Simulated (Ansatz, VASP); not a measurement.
**One calculation of Be, two programs**

The input POSCAR:

```
Be
1.0
   -1.2008457219      1.2008457219      1.2008457219
    1.2008457219     -1.2008457219      1.2008457219
    1.2008457219      1.2008457219     -1.2008457219
Be
1
Direct
    0.0000000000      0.0000000000      0.0000000000
```

File INCAR.step1:

```
SYSTEM = Be
  ALGO = Normal
  EDIFF = 1E-5
  ENCUT = 520
  GGA = PE
  ISIF = 2
  ISMEAR = 0
  LASPH = .TRUE.
  LCHARG = .FALSE.
  LREAL = .FALSE.
  LWAVE = .TRUE.
  NBANDS = 7
  NELM = 80
  PREC = Accurate
  SIGMA = 0.025
```

File INCAR.step2:

```
SYSTEM = Be
  ALGO = Normal
  EDIFF = 1E-6
  ENCUT = 520
  GGA = PE
  HFSCREEN = 0.2079
  ISIF = 2
  ISMEAR = 0
  ISTART = 1
  LASPH = .TRUE.
  LCHARG = .FALSE.
  LHFCALC = .TRUE.
  LREAL = .FALSE.
  LWAVE = .FALSE.
  NBANDS = 7
  NELM = 80
  PREC = Accurate
  PRECFOCK = Normal
  SIGMA = 0.025
```

The input KPOINTS:

```
k-points
0
G
  10 10 10
  0 0 0
```

File input.yaml:

```yaml
crystal:
  lattice:
    - [-1.2008457219, 1.2008457219, 1.2008457219]
    - [1.2008457219, -1.2008457219, 1.2008457219]
    - [1.2008457219, 1.2008457219, -1.2008457219]
  atoms:
    - { symbol: Be, position: [0.0, 0.0, 0.0] }
hamiltonian:
  xc: hse06
  pseudopotentials: { kind: nc, accuracy: standard, xc_functional: pbesol }
kpoints:
  mp_grid: { grid: [10, 10, 10] }
scf:
  occupations: { method: gaussian, width: 0.025 }
  n_extra_bands: 6
  algorithm: density_mixing
output:
  forces: true
  stress: true
  eigenvalues: true
  dos: { projected: false, de: 0.05 }
```

Alike in both runs: functional HSE06; k mesh 10 × 10 × 10; occupations gaussian, width 0.025 eV; no spin polarisation.

|  | VASP | Ansatz |
| --- | --- | --- |
| version | VASP 6.6.1 | Ansatz 0.2.0 |
| potentials or method | VASP PAW PBE potentials, release 64 (Be) | PseudoDojo standard (PBEsol files) |
| plane-wave cutoff (eV) | 520 | 1197 |
| valence electrons in the cell | 2 | 4 |
| task | single point | density of states |

```csv
,VASP,Ansatz,Ansatz less VASP
gap on the k mesh at the Fermi level (eV),none,none,-
pressure (GPa),17.7,18.5,+0.75
```

A gap of «none» marks a metal or a gap that the smearing closes. With one functional, cell and mesh, what is left measures potentials, basis and numerics. VASP's potentials hold 2 valence electrons a cell and Ansatz's 4, so a difference there can come from the potentials and not from the codes.

The k mesh is coarse, so the values compare programs but aren't converged.
